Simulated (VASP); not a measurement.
# GaAs (F-43m) in VASP: a series of runs

Runs on GaAs. Level: PBE. Tasks: single point.

All numbers are computed with VASP 6.6.1; they aren't measurements. Logs are shortened: lines on timing, memory, paths and dates and some standing lists are left out, and cuts for length are marked.

## 1. The cell of the first run

The structure is cubic, space group F-43m (No. 216). Conventional cell: a = 5.341 Å, b = 5.341 Å, c = 5.341 Å, α = 90.00°, β = 90.00°, γ = 90.00°. Within 3.1 Å of Ga (site symmetry -43m) lie 4 As at 2.31 Å. Within 3.1 Å of As (site symmetry -43m) lie 4 Ga at 2.31 Å.

## 2. Single point, PBE

Contents of INCAR:

```
PREC     = Accurate       # precision mode
ENCUT    = 500            # plane-wave cutoff, eV
EDIFF    = 1E-6           # SCF threshold, eV
ISMEAR   = 0              # smearing method
SIGMA    = 0.01           # smearing width, eV
LREAL    = F              # projectors in reciprocal space
LASPH    = T              # aspherical terms in the spheres
NELM     = 120            # most SCF steps
ALGO     = Normal         # electronic algorithm
ISIF     = 2              # what is computed and relaxed
LWAVE    = F              # write WAVECAR
LCHARG   = T              # write CHGCAR
GGA      = PE             # functional
LELF     = T              # ELF
LVHAR    = T            
NBANDS   = 16             # bands
GGA_COMPAT= F
```

Contents of KPOINTS:

```
regular mesh
0
Gamma
  4 4 4
```

Contents of POSCAR:

```
GaAs
1.0
    0.0000000000      2.6704741800      2.6704741800
    2.6704741800      0.0000000000      2.6704741800
    2.6704741800      2.6704741800      0.0000000000
Ga As
1 1
Direct
    0.0000000000      0.0000000000      0.0000000000
    0.2500000000      0.2500000000      0.2500000000
```

Potentials or basis: VASP PAW PBE potentials, release 64 (Ga_d, As).

The run is started by

```sh
cat potpaw_PBE.64/Ga_d/POTCAR potpaw_PBE.64/As/POTCAR > POTCAR
mpirun -np 1 vasp_std > vasp.out
```

OUTCAR:

```text
PREC = Accurate
   ENCUT = 500
   EDIFF = 1E-6
   ISMEAR = 0
   LREAL = F
   LASPH = T
   NELM = 120
   ISIF = 2
   GGA = PE

 ion  position               nearest neighbor table
   1  0.000  0.000  0.000-   2 2.31   2 2.31   2 2.31   2 2.31
   2  0.250  0.250  0.250-   1 2.31   1 2.31   1 2.31   1 2.31

  LATTYP: Found a face centered cubic cell.
 ALAT       =     5.3409483600

  Lattice vectors:

 A1 = (   0.0000000000,   2.6704741800,   2.6704741800)
 A2 = (   2.6704741800,   0.0000000000,   2.6704741800)
 A3 = (   2.6704741800,   2.6704741800,   0.0000000000)

Analysis of symmetry for initial positions (statically):
=====================================================================
 Subroutine PRICEL returns:
 Original cell was already a primitive cell.

 Routine SETGRP: Setting up the symmetry group for a
 face centered cubic supercell.

 Subroutine GETGRP returns: Found 24 space group operations
 (whereof 24 operations were pure point group operations)
 out of a pool of 48 trial point group operations.

The static configuration has the point symmetry T_d .

Analysis of symmetry for dynamics (positions and initial velocities):
=====================================================================
 Subroutine PRICEL returns:
 Original cell was already a primitive cell.

 Routine SETGRP: Setting up the symmetry group for a
 face centered cubic supercell.

 Subroutine GETGRP returns: Found 24 space group operations
 (whereof 24 operations were pure point group operations)
 out of a pool of 48 trial point group operations.

The dynamic configuration has the point symmetry T_d .

 Subroutine INISYM returns: Found 24 space group operations
 (whereof 24 operations are pure point group operations),
 and found     1 'primitive' translations

----------------------------------------------------------------------------------------

                                     Primitive cell

  volume of cell :      38.0886

  direct lattice vectors                    reciprocal lattice vectors
     0.000000000  2.670474180  2.670474180    -0.187232666  0.187232666  0.187232666
     2.670474180  0.000000000  2.670474180     0.187232666 -0.187232666  0.187232666
     2.670474180  2.670474180  0.000000000     0.187232666  0.187232666 -0.187232666

  length of vectors
     3.776620803  3.776620803  3.776620803     0.324296490  0.324296490  0.324296490

  position of ions in fractional coordinates (direct lattice)
     0.000000000  0.000000000  0.000000000
     0.250000000  0.250000000  0.250000000

  ion indices of the primitive-cell ions
   primitive index   ion index
                 1           1
                 2           2

----------------------------------------------------------------------------------------

 KPOINTS: regular mesh

Automatic generation of k-mesh.
 Grid dimensions read from file:
 generate k-points for:    4    4    4

 Generating k-lattice:

  Cartesian coordinates                     Fractional coordinates (reciprocal lattice)
    -0.046808166  0.046808166  0.046808166     0.250000000  0.000000000  0.000000000
     0.046808166 -0.046808166  0.046808166     0.000000000  0.250000000  0.000000000
     0.046808166  0.046808166 -0.046808166     0.000000000  0.000000000  0.250000000

  Length of vectors
     0.081074123  0.081074123  0.081074123

  Shift w.r.t. Gamma in fractional coordinates (k-lattice)
     0.000000000  0.000000000  0.000000000

 Subroutine IBZKPT returns following result:
 ===========================================

 Found      8 irreducible k-points:

 Following reciprocal coordinates:
            Coordinates               Weight
  0.000000  0.000000  0.000000      1.000000
  0.250000  0.000000  0.000000      8.000000
  0.500000  0.000000  0.000000      4.000000
  0.250000  0.250000  0.000000      6.000000
  0.500000  0.250000  0.000000     24.000000
 -0.250000  0.250000  0.000000     12.000000
  0.500000  0.500000  0.000000      3.000000
 -0.250000  0.500000  0.250000      6.000000
   k-points           NKPTS =      8   k-points in BZ     NKDIM =      8   number of bands    NBANDS=     16
   number of dos      NEDOS =    301   number of ions     NIONS =      2
   total plane-waves  NPLWV =  21952
   dimension x,y,z NGX =    28 NGY =   28 NGZ =   28
   dimension x,y,z NGXF=    56 NGYF=   56 NGZF=   56
   ions per type =               1   1
   NGX,Y,Z   is equivalent  to a cutoff of  12.33, 12.33, 12.33 a.u.
   NGXF,Y,Z  is equivalent  to a cutoff of  24.65, 24.65, 24.65 a.u.
 SYSTEM =  unknown system
   PREC   = accura    normal or accurate (medium, high low for compatibility)
   ISTART =      0    job   : 0-new  1-cont  2-samecut
   ICHARG =      2    charge: 1-file 2-atom 10-const
   ISPIN  =      1    spin polarized calculation?
   LNONCOLLINEAR =      F non collinear calculations
   LSORBIT =      F    spin-orbit coupling
   LASPH  =      T    aspherical Exc in radial PAW
   ENCUT  =  500.0 eV  36.75 Ry    6.06 a.u.   6.89  6.89  6.89*2*pi/ulx,y,z
   NELM   =    120;   NELMIN=  2; NELMDL= -5     # of ELM steps
   EDIFF  = 0.1E-05   stopping-criterion for ELM
   LREAL  =      F    real-space projection
   EDIFFG = 0.1E-04   stopping-criterion for IOM
   NSW    =      0    number of steps for IOM
   IBRION =     -1    ionic relax: 0-MD 1-quasi-New 2-CG
   NFREE  =      0    steps in history (QN), initial steepest desc. (CG)
   ISIF   =      2    stress and relaxation
   ISYM   =      2    0-nonsym 1-usesym 2-fastsym
   POTIM  = 0.5000    time-step for ionic-motion
   TEBEG  =    0.0;   TEEND  =   0.0 temperature during run
   PSTRESS=    0.0 pullay stress
   NELECT =      18.0000    total number of electrons
   NUPDOWN=      -1.0000    fix difference up-down
   EMIN   =  10.00;   EMAX   =-10.00  energy-range for DOS
   EFERMI =   0.00;   METHOD = LEGACY
   ISMEAR =     0;   SIGMA  =   0.01  broadening in eV -4-tet -1-fermi 0-gaus
   EFERMI_NEDOS =   21; number of points for ismear=-14 and -15
   IALGO  =     38    algorithm
   IMIX   =      4    mixing-type and parameters
     AMIX     =   0.40;   BMIX     =  1.00
     AMIX_MAG =   1.60;   BMIX_MAG =  1.00
  volume/ion in A,a.u.               =      19.04       128.52
  Fermi-wavevector in a.u.,A,eV,Ry     =   1.275168  2.409717 22.123788  1.626053
  Thomas-Fermi vector in A             =   2.407895
   LORBIT       =      0    0 simple, 1 ext, 2 COOP (PROOUT), +10 PAW based schemes
   GGA     = PE    functional components
   LHFCALC =     F    Hartree Fock is set to
   AEXX    =    0.0000 exact exchange contribution
   IVDW    =     0    specifies the selected vdW correction
   LEPSILON=     F    determine dielectric tensor
   LRPA    =     F    only Hartree local field effects (RPA)
 non-spin polarized calculation
 Gauss-broadening in eV      SIGMA  =   0.01
  energy-cutoff  :      500.00
  volume of cell :       38.09
 maximum number of plane-waves:       982
   NGX = 13   NGY = 13   NGZ = 13

 number of electron      17.9999984 magnetization

 Free energy of the ion-electron system (eV)
  ---------------------------------------------------
  ext. energy  EPLUGINS =         0.00000000
  ---------------------------------------------------
  free energy    TOTEN  =        -7.53946317 eV

  energy without entropy =       -7.53946317  energy(sigma->0) =       -7.53946317

 E-fermi :   5.8450     XC(G=0): -10.3531

 val. band max:        5.7507578658   @ k =   0.0000   0.0000   0.0000
 cond. band min:       6.8074650551   @ k =   0.5000   0.5000   0.0000
 fundamental gap:      1.0567071892
 Fermi energy:         5.8449920948

 k-point     1 :       0.0000    0.0000    0.0000
  band No.  band energies     occupation
      1      -9.5226      2.00000
      2      -9.5226      2.00000
      3      -9.5226      2.00000
      4      -9.3927      2.00000
      5      -9.3927      2.00000
      6      -8.3578      2.00000
[... 8 lines left out ...]
     15      16.2671      0.00000
     16      16.2671      0.00000

 k-point     2 :       0.2500    0.0000    0.0000
  band No.  band energies     occupation
      1      -9.6152      2.00000
      2      -9.5032      2.00000
      3      -9.5032      2.00000
      4      -9.3925      2.00000
      5      -9.3925      2.00000
      6      -7.4620      2.00000
[... 8 lines left out ...]
     15      14.9828      0.00000
     16      14.9967      0.00000

 k-point     3 :       0.5000    0.0000    0.0000
  band No.  band energies     occupation
      1      -9.6771      2.00000
      2      -9.4898      2.00000
      3      -9.4898      2.00000
      4      -9.3859      2.00000
      5      -9.3859      2.00000
      6      -5.9906      2.00000
[... 8 lines left out ...]
     15      18.4392      0.00000
     16      18.4392      0.00000

 k-point     4 :       0.2500    0.2500    0.0000
  band No.  band energies     occupation
      1      -9.6443      2.00000
      2      -9.4807      2.00000
      3      -9.4807      2.00000
      4      -9.4168      2.00000
      5      -9.3820      2.00000
      6      -7.1739      2.00000
[... 8 lines left out ...]
     15      17.3538      0.00000
     16      18.2229      0.00000

 k-point     5 :       0.5000    0.2500    0.0000
  band No.  band energies     occupation
      1      -9.6877      2.00000
      2      -9.4720      2.00000
      3      -9.4609      2.00000
      4      -9.4145      2.00000
      5      -9.3810      2.00000
      6      -5.6503      2.00000
[... 8 lines left out ...]
     15      18.5710      0.00000
     16      19.3530      0.00000

 k-point     6 :      -0.2500    0.2500    0.0000
  band No.  band energies     occupation
      1      -9.6671      2.00000
      2      -9.4835      2.00000
      3      -9.4783      2.00000
      4      -9.3972      2.00000
      5      -9.3937      2.00000
      6      -6.2216      2.00000
[... 8 lines left out ...]
     15      17.0056      0.00000
     16      19.5687      0.00000

 k-point     7 :       0.5000    0.5000    0.0000
  band No.  band energies     occupation
      1      -9.7148      2.00000
      2      -9.4453      2.00000
      3      -9.4358      2.00000
      4      -9.4358      2.00000
      5      -9.3713      2.00000
      6      -5.0122      2.00000
[... 8 lines left out ...]
     15      19.7727      0.00000
     16      20.0080      0.00000

 k-point     8 :      -0.2500    0.5000    0.2500
  band No.  band energies     occupation
      1      -9.6960      2.00000
      2      -9.4676      2.00000
      3      -9.4495      2.00000
      4      -9.4118      2.00000
      5      -9.3877      2.00000
      6      -4.8965      2.00000
[... 8 lines left out ...]
     15      19.1317      0.00000
     16      20.2511      0.00000

------------------------ aborting loop because EDIFF is reached ----------------------------------------

  FORCE on cell =-STRESS in cart. coord.  units (eV):
  Direction    XX          YY          ZZ          XY          YZ          ZX
  --------------------------------------------------------------------------------------
  -------------------------------------------------------------------------------------
  Total        5.4863668      5.4863668      5.4863668     -0.0000000      0.0000000     -0.0000000
  in kB      230.7811199    230.7811199    230.7811199     -0.0000000      0.0000000     -0.0000000
  external PRESSURE =     230.7811199 kB  Pullay stress =       0.0000000 kB

 VOLUME and BASIS-vectors are now :
 -----------------------------------------------------------------------------
  energy-cutoff  :      500.00
  volume of cell :       38.09
      direct lattice vectors                 reciprocal lattice vectors
     0.000000000  2.670474180  2.670474180    -0.187232666  0.187232666  0.187232666
     2.670474180  0.000000000  2.670474180     0.187232666 -0.187232666  0.187232666
     2.670474180  2.670474180  0.000000000     0.187232666  0.187232666 -0.187232666

 POSITION                                       TOTAL-FORCE (eV/Angst)
 -----------------------------------------------------------------------------------
      0.00000      0.00000      0.00000         0.000000      0.000000      0.000000
      1.33524      1.33524      1.33524        -0.000000     -0.000000     -0.000000
 -----------------------------------------------------------------------------------
    total drift:                                0.000001      0.000001      0.000001

  FREE ENERGIE OF THE ION-ELECTRON SYSTEM (eV)
  ---------------------------------------------------
  free  energy   TOTEN  =        -7.5394631697 eV

  energy  without entropy=       -7.5394631697  energy(sigma->0) =       -7.53946317
```

It took 5.3 s on 1 thread of AMD EPYC 7R13 (Zen 3), shared host; peak memory 0.12 GiB.

Results:

* Free energy: -7.5395 eV
* Pressure: 23.1 GPa
* Band gap on the k mesh: 1.06 eV, indirect (least direct gap 1.87 eV)

Caveat: the k points lie up to 0.51 Å⁻¹ apart. A k mesh can miss the band edges.

## 3. Single point, PBE

This run uses another cell than the first one, of 21.48 Å³/atom, 1.128 times its volume.

Contents of INCAR:

```
SYSTEM = GaAs
PREC = Accurate ; ENCUT = 500
EDIFF = 1E-6 ; ISMEAR = 0
SIGMA = 0.01 ; LREAL = .FALSE.
LASPH = .TRUE. ; NELM = 120
ALGO = Normal ; ISIF = 2
LWAVE = .FALSE. ; LCHARG = .FALSE.
GGA = PE ; NBANDS = 16
GGA_COMPAT = .FALSE.
```

Contents of KPOINTS:

```
Automatic mesh
0
G
  4 4 4
  0 0 0
```

Contents of POSCAR:

```
GaAs
1.0
    0.0000000000      2.7795920100      2.7795920100
    2.7795920100      0.0000000000      2.7795920100
    2.7795920100      2.7795920100      0.0000000000
Ga As
1 1
Direct
    0.0000000000      0.0000000000      0.0000000000
    0.2500000000      0.2500000000      0.2500000000
```

Potentials or basis: VASP PAW PBE potentials, release 64 (Ga_d, As).

The run is started by

```sh
cat potpaw_PBE.64/Ga_d/POTCAR potpaw_PBE.64/As/POTCAR > POTCAR
mpirun -np 1 vasp_std > vasp.out
```

Wall time 5.5 s (1 thread of AMD EPYC 7R13 (Zen 3), shared host); peak memory 0.13 GiB.

It converged, with:

```
Free energy            : -7.9917 eV
Pressure               : 8.1 GPa
Band gap on the k mesh : 0.90 eV, direct
```

Levels at points of the mesh, in eV from the valence-band top:
```
           k point  band 5  band 6  band 7  band 8  band 9  band 10  band 11  band 12  band 13  band 14
(0.00, 0.00, 0.00)  -14.87  -13.11    0.00    0.00    0.00     0.90     3.70     3.70     3.70     7.73
(0.50, 0.00, 0.00)  -14.86  -11.17   -6.95   -1.23   -1.23     1.13     4.62     4.62     7.78    10.80
(0.50, 0.50, 0.00)  -14.85  -10.36   -7.09   -2.88   -2.88     1.34     1.60    10.56    10.56    11.46
```

Caveat: the k points lie up to 0.49 Å⁻¹ apart. As with any semilocal functional, this PBE gap is likely too small.
